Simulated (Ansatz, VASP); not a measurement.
Two plane-wave programs on Cu3Te

INCAR

```
PREC = Accurate
ENCUT = 600
EDIFF = 1E-6
ISMEAR = 1
SIGMA = 0.05
LREAL = False
LASPH = True
NELM = 120
ALGO = Normal
ISIF = 2
LWAVE = False
LCHARG = False
GGA = CA
NBANDS = 28
GGA_COMPAT = False
```

File KPOINTS:

```
regular mesh
0
Gamma
  5 5 5
```

File POSCAR:

```
Cu3Te
1.0
    3.9466600000      0.0000000000      0.0000000000
    0.0000000000      3.9466600000      0.0000000000
    0.0000000000      0.0000000000      3.9466600000
Cu Te
3 1
Direct
    0.0000000000      0.5000000000      0.5000000000
    0.5000000000      0.0000000000      0.5000000000
    0.5000000000      0.5000000000      0.0000000000
    0.0000000000      0.0000000000      0.0000000000
```

Input for Ansatz:

```yaml
crystal:
  lattice:
    bravais: cubic
    a: 3.94666
  space_group: 221
  atoms:
    - { symbol: Cu, position: [0.0, 0.5, 0.5] }
    - { symbol: Te, position: [0.0, 0.0, 0.0] }
kpoints:
  mp_grid:
    grid: [5, 5, 5]
    shift: [0.0, 0.0, 0.0]
hamiltonian:
  xc: lda
scf:
  occupations:
    method: methfessel_paxton
    width: 0.05
output:
  stress: true
```

Alike in both runs: task single point; functional LDA; k mesh 5 × 5 × 5; occupations methfessel-paxton of order 1, width 0.05 eV; no spin polarisation.

|  | VASP | Ansatz |
| --- | --- | --- |
| version | VASP 6.6.1 | Ansatz 0.2.0 |
| potentials or method | VASP PAW LDA potentials, release 64 (Cu, Te) | plane waves, PAW |
| plane-wave cutoff (eV) | 600 | 420 |
| valence electrons in the cell | 39 | 73 |

|  | VASP | Ansatz | Ansatz less VASP |
| --- | --- | --- | --- |
| pressure (GPa) | -7.6 | -8.1 | -0.50 |

LDA's correlation is that of Perdew and Zunger in VASP and of Perdew and Wang (1992) in Ansatz. VASP's potentials hold 39 valence electrons a cell and Ansatz's 73, so a difference there can come from the potentials and not from the codes.

Neither program's run includes spin-orbit coupling.
